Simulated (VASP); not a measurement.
**InP: relaxation of cell and atoms with LDA**

InP:

```
In P
1.0
     0.00000    2.91355    2.91355
     2.91355    0.00000    2.91355
     2.91355    2.91355    0.00000
In P
1 1
Cartesian
  0.0000 0.0000 0.0000
  4.3703 4.3703 4.3703
```

```
Program                : VASP 6.6.1
Task                   : relaxation of cell and atoms
Functional             : LDA
Potentials or basis    : VASP PAW LDA potentials, release 64 (In_d, P)
Cutoff                 : 600 eV
k mesh                 : 10 × 10 × 10
Occupations            : gaussian, width 0.01 eV
Spin                   : no spin polarisation
Target pressure        : -3 GPa
Dipole correction      : no
Further INCAR settings : ALGO = Normal; EDIFF = 1e-06; IBRION = 2; EDIFFG = -0.001; NSW = 80; ISIF = 3
```

```
Relaxed volume                                         : 25.94 Å³/atom
Relaxed cell                                           : a = 4.186 Å, b = 4.186 Å, c = 4.186 Å, α = 60.00°, β = 60.00°, γ = 60.00°
Space group after relaxing (to 0.05 Å)                 : F-43m (No. 216)
Energy change on relaxing (the enthalpy is what falls) : +11.7 meV/atom
Ionic steps                                            : 6
Pressure after relaxing                                : -3.0 GPa
Band gap on the k mesh                                 : 0.35 eV, direct
```

Step by step:
| step | energy change (eV) | largest force (eV/Å) | pressure (GPa) | volume (Å³) |
| --- | --- | --- | --- | --- |
| 1 | 0.0000 | 0.0000 | 0.04 | 49.46 |
| 2 | 0.0459 | 0.0000 | -4.08 | 52.90 |
| 3 | 0.0232 | 0.0000 | -2.99 | 51.88 |
| 4 | 0.0242 | 0.0000 | -3.07 | 51.93 |
| 5 | 0.0227 | 0.0000 | -2.95 | 51.85 |
| 6 | 0.0233 | 0.0000 | -3.01 | 51.88 |

Final structure:
```
In P
1.0
     0.00000    2.96026    2.96026
     2.96026    0.00000    2.96026
     2.96026    2.96026    0.00000
In P
1 1
Direct
  0.00000 0.00000 0.00000
  0.75000 0.75000 0.75000
```

Levels at points of the mesh, in eV from the valence-band top:
| k point | band 5 | band 6 | band 7 | band 8 | band 9 | band 10 | band 11 | band 12 | band 13 |
| --- | --- | --- | --- | --- | --- | --- | --- | --- | --- |
| (0.00, 0.00, 0.00) | -13.99 | -11.34 | 0.00 | 0.00 | 0.00 | 0.35 | 3.96 | 3.96 | 3.96 |
| (0.50, 0.00, 0.00) | -13.97 | -9.69 | -5.67 | -0.95 | -0.95 | 1.25 | 4.70 | 4.70 | 6.83 |
| (0.50, 0.50, 0.00) | -13.95 | -9.05 | -5.73 | -2.26 | -2.26 | 1.65 | 2.13 | 8.81 | 9.23 |

Wall time 2.2 min on 1 thread of Intel(R) Xeon(R) Platinum 8259CL CPU @ 2.50GHz (Skylake/Cascade Lake) (shared host), peak memory 0.2 GiB.

Caveat: the cell is relaxed towards a set pressure, so the enthalpy falls and the energy may rise; spin-orbit coupling is left out, which moves the levels of the heavy elements.
